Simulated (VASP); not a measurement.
A run of VASP 6.6.1 is set up as follows.

INCAR

```
SYSTEM = Sb
PREC     = Accurate       ! precision mode
ENCUT    = 520            ! plane-wave cutoff, eV
EDIFF    = 1E-6           ! SCF threshold, eV
ISMEAR   = -1             ! smearing method
SIGMA    = 0.05           ! smearing width, eV
LREAL    = .FALSE.        ! projectors in reciprocal space
LASPH    = .TRUE.         ! aspherical terms in the spheres
NELM     = 80             ! most SCF steps
ALGO     = Normal         ! electronic algorithm
ISIF     = 2              ! what is computed and relaxed
LWAVE    = .FALSE.        ! write WAVECAR
LCHARG   = .FALSE.        ! write CHGCAR
GGA      = CA             ! functional
NBANDS   = 12             ! bands
```

The input KPOINTS:

```
regular mesh
0
G
  9 6 6
  0 0 0
```

The input POSCAR:

```
Sb
1.0
    3.1836411160      0.0000000000      0.0000000000
    0.0000000000      4.4327850985      0.0000000000
   -0.0396782330      0.0000000000      4.4922631929
Sb
2
Direct
    0.0113890000      0.2500000000      0.2411660000
    0.9886110000      0.7500000000      0.7588340000
```

Potentials or basis: VASP PAW LDA potentials, release 64 (Sb).

Run with:

```console
$ cat potpaw_LDA.64/Sb/POTCAR > POTCAR
$ mpirun -np 1 vasp_std > vasp.out
```

Predict the pressure.

-5.7 GPa.

What does it give for the band gap on the k mesh?

Zero (band 5 reaches 10.97 eV, above the bottom of band 6 at 3.27 eV).

Stress tensor (GPa, compression positive):
```
-5.19  0.00  0.07
 0.00 -5.92  0.00
 0.07  0.00 -5.91
```

Caveat: spin-orbit coupling is left out, which moves the levels of the heavy elements.
